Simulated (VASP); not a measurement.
Ni: single point with PBE

Ni, a slab with vacuum:

```
CELL_PARAMETERS angstrom
2.48804 0.00000 0.00000
0.00000 3.51862 0.00000
0.00000 0.00000 16.00000
ATOMIC_POSITIONS crystal
Ni 0.00000 0.00000 0.50000
```

```json
{
 "Program": "VASP 6.6.1",
 "Task": "single point",
 "Functional": "PBE",
 "Potentials or basis": "VASP PAW PBE potentials, release 64 (Ni)",
 "Cutoff": "520 eV",
 "k mesh": "15 × 10 × 1",
 "Occupations": "fermi-dirac, width 0.05 eV",
 "Spin": "collinear spin, ferromagnetic start",
 "Starting moments": "[1.0] μB",
 "Dipole correction": "yes",
 "Electric field (eV/Å)": "-0.2 eV/Å",
 "Further INCAR settings": "ALGO = Normal; EDIFF = 1e-06; NBANDS = 15; EFIELD = -0.2"
}
```

```
Net moment                                            : 1.10 μB per cell
Site moments                                          : Ni +1.09 μB
Valence electrons inside the program's atomic spheres : Ni 8.81
```

Levels at points of the mesh, in eV from the Fermi level:
Spin up:
```
           k point  band 4  band 5  band 6  band 7  band 8  band 9
(0.00, 0.00, 0.00)   -1.06   -1.04   -0.90    1.88    4.26    5.45
(0.00, 0.50, 0.00)   -1.08   -0.90   -0.04    1.22    4.02    6.49
```
Spin down:
| k point | band 1 | band 2 | band 3 | band 4 | band 5 | band 6 | band 7 | band 8 | band 9 |
| --- | --- | --- | --- | --- | --- | --- | --- | --- | --- |
| (0.00, 0.00, 0.00) | -3.37 | -1.37 | -0.44 | -0.33 | 0.24 | 0.37 | 1.95 | 4.26 | 5.49 |
| (0.00, 0.50, 0.00) | -2.49 | -0.74 | -0.25 | 0.24 | 0.32 | 0.60 | 1.23 | 4.16 | 6.50 |

Run time: 2.4 min on 1 thread of AMD EPYC 9R45 96-Core Processor (Zen 5), on a shared host, peak memory 0.35 GiB.
